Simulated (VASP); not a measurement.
# P (Pm-3m) in VASP: elastic constants with PBE

Aim: the elastic constants of P with PBE.

Everything below comes from runs of VASP 6.6.1. Logs are shortened: lines on timing, memory, paths and dates and some standing lists are left out, and cuts for length are marked.

## (1) The cell of the first run

Symmetry: Pm-3m, No. 221, cubic system. The conventional cell has a = 2.447 Å, b = 2.447 Å, c = 2.447 Å, α = 90.00°, β = 90.00°, γ = 90.00°. Within 3.2 Å of P (site symmetry m-3m) lie 6 P at 2.45 Å.

This isn't the form of P at room conditions, which is orthorhombic.

## (2) Elastic constants, PBE

The input, INCAR:

```
PREC = Accurate
ENCUT = 600
EDIFF = 1E-8
ISMEAR = -1
SIGMA = 0.15
LREAL = False
LASPH = True
NELM = 100
ALGO = Normal
ISIF = 3
LWAVE = False
LCHARG = False
GGA = PE
IBRION = 6
NFREE = 2
POTIM = 0.015
NSW = 1
```

The input, KPOINTS:

```
regular mesh
0
Gamma
  24 24 24
```

The input, POSCAR:

```
P
1.0
    2.4472086244      0.0000000000      0.0000000000
    0.0000000000      2.4472086244      0.0000000000
    0.0000000000      0.0000000000      2.4472086244
P
1
Direct
    0.0000000000      0.0000000000      0.0000000000
```

Potentials or basis: VASP PAW PBE potentials, release 64 (P).

Command:

```console
$ cat potpaw_PBE.64/P/POTCAR > POTCAR
$ mpirun -np 1 vasp_std > vasp.out
```

OUTCAR:

```text
PREC = Accurate
   ENCUT = 600
   EDIFF = 1E-8
   ISMEAR = -1
   LREAL = False
   LASPH = True
   NELM = 100
   ISIF = 3
   GGA = PE
   IBRION = 6
   NFREE = 2
   POTIM = 0.015
   NSW = 1

 ion  position               nearest neighbor table
   1  0.000  0.000  0.000-

  LATTYP: Found a simple cubic cell.
 ALAT       =     2.4472086244

  Lattice vectors:

 A1 = (   2.4472086244,   0.0000000000,   0.0000000000)
 A2 = (   0.0000000000,   2.4472086244,   0.0000000000)
 A3 = (   0.0000000000,   0.0000000000,   2.4472086244)

Analysis of symmetry for initial positions (statically):
=====================================================================
 Subroutine PRICEL returns:
 Original cell was already a primitive cell.

 Routine SETGRP: Setting up the symmetry group for a
 simple cubic supercell.

 Subroutine GETGRP returns: Found 48 space group operations
 (whereof 48 operations were pure point group operations)
 out of a pool of 48 trial point group operations.

The static configuration has the point symmetry O_h .

Analysis of symmetry for dynamics (positions and initial velocities):
=====================================================================
 Subroutine PRICEL returns:
 Original cell was already a primitive cell.

 Routine SETGRP: Setting up the symmetry group for a
 simple cubic supercell.

 Subroutine GETGRP returns: Found 48 space group operations
 (whereof 48 operations were pure point group operations)
 out of a pool of 48 trial point group operations.

The dynamic configuration has the point symmetry O_h .

 Subroutine INISYM returns: Found 48 space group operations
 (whereof 48 operations are pure point group operations),
 and found     1 'primitive' translations

[... 322 lines left out ...]
  ext. energy  EPLUGINS =         0.00000000
  ---------------------------------------------------
  free energy    TOTEN  =        -5.28284444 eV

  energy without entropy =       -5.25700511  energy(sigma->0) =       -5.26992478

 E-fermi :   9.5677     XC(G=0): -11.2497

 val. band max:        9.5649323472   @ k =   0.4583   0.4583   0.4167
 cond. band min:       9.5872802084   @ k =   0.4167   0.2500   0.0000
 fundamental gap:      0.0223478611
 Fermi energy:         9.5676636911

 k-point     1 :       0.0000    0.0000    0.0000
  band No.  band energies     occupation
      1      -6.8829      2.00000
      2      14.5340      0.00000
      3      14.5340      0.00000
      4      14.5340      0.00000
      5      16.3648      0.00000
      6      16.3648      0.00000
[... 199 lines left out ...]
 k-point    24 :       0.4583    0.0417    0.0000
  band No.  band energies     occupation
      1      -2.7638      2.00000
      2       1.2616      2.00000
      3      16.4815      0.00000
      4      17.2699      0.00000
      5      19.5178      0.00000
      6      23.2065      0.00000

 [... further k-points ...]
[... 5 lines left out ...]
  --------------------------------------------------------------------------------------
  -------------------------------------------------------------------------------------
  Total       -0.0223399     -0.0223399     -0.0223399     -0.0000000      0.0000000     -0.0000000
  in kB       -2.4421906     -2.4421906     -2.4421906     -0.0000000      0.0000000     -0.0000000
  external PRESSURE =      -2.4421906 kB  Pullay stress =       0.0000000 kB
[... 16 lines left out ...]
  FREE ENERGIE OF THE ION-ELECTRON SYSTEM (eV)
  ---------------------------------------------------
  free  energy   TOTEN  =        -5.2828444410 eV

  energy  without entropy=       -5.2570051134  energy(sigma->0) =       -5.26992478

 INTERNAL STRAIN TENSORS FROM STRAINED CELLS
 ============================================

 INTERNAL STRAIN TENSOR FOR ION    1 for displacements in x,y,z  (eV/Angst):
          X           Y           Z          XY          YZ          ZX
  --------------------------------------------------------------------------------
  x     0.00000     0.00000     0.00000     0.00000     0.00000    -0.00000
  y     0.00000     0.00000     0.00000     0.00000     0.00000     0.00000
  z     0.00000     0.00000     0.00000     0.00000     0.00000     0.00000

 INTERNAL STRAIN TENSORS FROM DISPLACED ATOMS
 ============================================

 INTERNAL STRAIN TENSOR FOR ION    1 for displacements in x,y,z  (eV/Angst):
          X           Y           Z          XY          YZ          ZX
  --------------------------------------------------------------------------------
  x     0.00000     0.00000     0.00000     0.00000     0.00000     0.00000
  y     0.00000     0.00000     0.00000     0.00000     0.00000     0.00000
  z     0.00000     0.00000     0.00000     0.00000     0.00000     0.00000

 Eigenvectors and eigenvalues of the dynamical matrix
 ----------------------------------------------------

   1 f/i=    0.000000 THz     0.000000 2PiTHz    0.000000 cm-1     0.000000 meV
             X         Y         Z           dx          dy          dz
      0.000000  0.000000  0.000000     0.707107   -0.707107    0.000000

   2 f/i=    0.000000 THz     0.000000 2PiTHz    0.000000 cm-1     0.000000 meV
             X         Y         Z           dx          dy          dz
      0.000000  0.000000  0.000000    -0.707107   -0.707107    0.000000

   3 f/i=    0.000000 THz     0.000000 2PiTHz    0.000000 cm-1     0.000000 meV
             X         Y         Z           dx          dy          dz
      0.000000  0.000000  0.000000     0.000000    0.000000    1.000000

--------------------------------------------------------------------------------------------------------

 ELASTIC MODULI CONTR FROM IONIC RELAXATION (kBar)
 Direction    XX          YY          ZZ          XY          YZ          ZX
 --------------------------------------------------------------------------------
 XX           0.0000      0.0000      0.0000      0.0000      0.0000      0.0000
 YY           0.0000      0.0000      0.0000      0.0000      0.0000      0.0000
 ZZ           0.0000      0.0000      0.0000      0.0000      0.0000      0.0000
 XY           0.0000      0.0000      0.0000      0.0000      0.0000      0.0000
 YZ           0.0000      0.0000      0.0000      0.0000      0.0000      0.0000
 ZX           0.0000      0.0000      0.0000      0.0000      0.0000      0.0000
 --------------------------------------------------------------------------------

 TOTAL ELASTIC MODULI (kBar)
 Direction    XX          YY          ZZ          XY          YZ          ZX
 --------------------------------------------------------------------------------
 XX        2207.4794    479.4077    479.4077      0.0000     -0.0000      0.0000
 YY         479.4077   2207.4794    479.4077     -0.0000      0.0000      0.0000
 ZZ         479.4077    479.4077   2207.4794     -0.0000      0.0000      0.0000
 XY           0.0000     -0.0000     -0.0000    644.2915      0.0000      0.0000
 YZ          -0.0000      0.0000      0.0000      0.0000    644.2915      0.0000
 ZX           0.0000      0.0000      0.0000      0.0000      0.0000    644.2915
 --------------------------------------------------------------------------------
```

OSZICAR:

```text
N       E                     dE             d eps       ncg     rms          rms(c)
DAV:   1     0.363600598777E+01    0.36360E+01   -0.23441E+03  5598   0.685E+02
DAV:   2    -0.513432552425E+01   -0.87703E+01   -0.83503E+01  7746   0.734E+01
DAV:   3    -0.527917107000E+01   -0.14485E+00   -0.14310E+00  6750   0.102E+01
[... 147 lines left out ...]
DAV:   4    -0.528284342749E+01   -0.11561E-05   -0.15316E-07  6834   0.412E-03    0.777E-04
DAV:   5    -0.528284435224E+01   -0.92475E-06   -0.43001E-08  8496   0.173E-03    0.539E-05
DAV:   6    -0.528284440210E+01   -0.49856E-07   -0.23775E-09  4308   0.484E-04    0.248E-05
DAV:   7    -0.528284443752E+01   -0.35424E-07   -0.88631E-11  4254   0.913E-05    0.288E-06
DAV:   8    -0.528284444102E+01   -0.34944E-08   -0.13591E-11  3228   0.346E-05
  15 F= -.52828444E+01 E0= -.52699248E+01  d E =-.258393E-01
```

stdout:

```text
POSCAR found type information on POSCAR P
 POSCAR found :  1 types and       1 ions
 scaLAPACK will be used
 LDA part: xc-table for (Slater+PW92), standard interpolation
 POSCAR, INCAR and KPOINTS ok, starting setup
 FFT: planning ... GRIDC
 FFT: planning ... GRID_SOFT
 FFT: planning ... GRID
 WAVECAR not read
 entering main loop
 Found     1 degrees of freedom:
 Adding 6 more for cell shape distortion
 Finite differences POTIM= 0.01500 DOF=   7
 bond charge predicted
 Finite differences progress:
 bond charge predicted
 Finite differences progress:
 bond charge predicted
 Finite differences progress:
 bond charge predicted
 Finite differences progress:
 bond charge predicted
 Finite differences progress:
 bond charge predicted
 Finite differences progress:
 bond charge predicted
 Finite differences progress:
 bond charge predicted
 Finite differences progress:
 bond charge predicted
 Finite differences progress:
 bond charge predicted
 Finite differences progress:
 bond charge predicted
 Finite differences progress:
 bond charge predicted
 Finite differences progress:
 bond charge predicted
 Finite differences progress:
 bond charge predicted
 Finite differences progress:
```

Wall time 9 min (1 thread of Intel Xeon 6975P-C (Granite Rapids), shared host); peak memory 0.7 GiB.

Results:

* Elastic constants C11, C12, C44: 221, 48, 64 GPa
* Voigt bulk modulus: 106 GPa

Elastic tensor in Voigt notation (GPa, in the Cartesian axes of the cell as first typed):
```
221  48  48   0   0   0
 48 221  48   0   0   0
 48  48 221   0   0   0
  0   0   0  64   0   0
  0   0   0   0  64   0
  0   0   0   0   0  64
```

Clamped-ion elastic tensor (GPa):
```
221  48  48   0   0   0
 48 221  48   0   0   0
 48  48 221   0   0   0
  0   0   0  64   0   0
  0   0   0   0  64   0
  0   0   0   0   0  64
```
